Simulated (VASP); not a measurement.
Write the native input for VASP 6.6.1 that does the following.

- Task: single point
- Functional: LDA
- Potentials or basis: VASP PAW LDA potentials, release 64 (Ca_sv, Os, O)
- Cutoff: 520 eV
- k mesh: 9 × 9 × 9
- Occupations: fermi-dirac, width 0.15 eV
- Spin: no spin polarisation
- Dipole correction: no
- Further INCAR settings: ALGO = Normal; EDIFF = 1e-07; NBANDS = 26

The structure of CaOsO3 lies in POSCAR:

```
CaOsO3
1.0
    3.9521600000      0.0000000000      0.0000000000
    0.0000000000      3.9521600000      0.0000000000
    0.0000000000      0.0000000000      3.9521600000
Ca Os O
1 1 3
Direct
    0.0000000000      0.0000000000      0.0000000000
    0.5000000000      0.5000000000      0.5000000000
    0.5000000000      0.5000000000      0.0000000000
    0.5000000000      0.0000000000      0.5000000000
    0.0000000000      0.5000000000      0.5000000000
```

One way to write it, as run:

INCAR

```
SYSTEM = CaOsO3
ALGO = Normal ; EDIFF = 1E-7
ENCUT = 520 ; GGA = CA
ISIF = 2 ; ISMEAR = -1
LASPH = .TRUE. ; LCHARG = .FALSE.
LREAL = .FALSE. ; LWAVE = .FALSE.
NBANDS = 26 ; NELM = 60
PREC = Accurate ; SIGMA = 0.15
```

KPOINTS

```
k-points
0
G
  9 9 9
  0 0 0
```

Potentials or basis: VASP PAW LDA potentials, release 64 (Ca_sv, Os, O).

Command:

```console
$ cat potpaw_LDA.64/Ca_sv/POTCAR potpaw_LDA.64/Os/POTCAR potpaw_LDA.64/O/POTCAR > POTCAR
$ mpirun -np 1 vasp_std > vasp.out
```

Results of the run:

```json
{
 "Pressure": "-11.9 GPa",
 "Band gap on the k mesh": "zero (bands 18 and 19 overlap by 3.85 eV)"
}
```

Caveat: the cell stands under tension; spin-orbit coupling is left out, which moves the levels of the heavy elements.

It took 42 s on 1 thread of AMD EPYC 9755 128-Core Processor, on a shared host, peak memory 0.15 GiB.
